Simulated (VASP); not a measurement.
TiO2, 6 atoms in the cell. Symmetry: P4_2/mnm, No. 136, tetragonal system. Conventional cell: a = 4.594 Å, b = 4.594 Å, c = 2.959 Å, α = 90.00°, β = 90.00°, γ = 90.00°. Within 2.6 Å of Ti (site symmetry mmm) lie 6 O at 1.95 to 1.98 Å. Within 2.6 Å of O (site symmetry m2m) lie 3 Ti at 1.95 to 1.98 Å and 1 O at 2.53 Å. 

- Program: VASP 6.6.1
- Task: single point
- Functional: r2SCAN
- Potentials or basis: VASP PAW PBE potentials, release 64 (Ti_sv, O)
- Cutoff: 520 eV
- k mesh: 6 × 6 × 10
- Occupations: gaussian, width 0.05 eV
- Spin: no spin polarisation
- Dipole correction: no
- Further INCAR settings: ALGO = Normal; EDIFF = 1e-06; NBANDS = 33

Potentials or basis: VASP PAW PBE potentials, release 64 (Ti_sv, O).

Command:

```sh
$ cat potpaw_PBE.64/Ti_sv/POTCAR potpaw_PBE.64/O/POTCAR > POTCAR
$ cp INCAR.step1 INCAR
$ mpirun -np 1 vasp_std > vasp.out
$ cp INCAR.step2 INCAR
$ mpirun -np 1 vasp_std > vasp.out
```

Hardware: 1 thread of Intel(R) Xeon(R) Platinum 8175M CPU @ 2.50GHz (Skylake/Cascade Lake), with other jobs on the host.

Problem. How long does it take, and how much memory?

Solution. Wall time 6.3 min on 1 thread of Intel(R) Xeon(R) Platinum 8175M CPU @ 2.50GHz (Skylake/Cascade Lake), on a shared host, peak memory 0.24 GiB. Counts: k points 60.
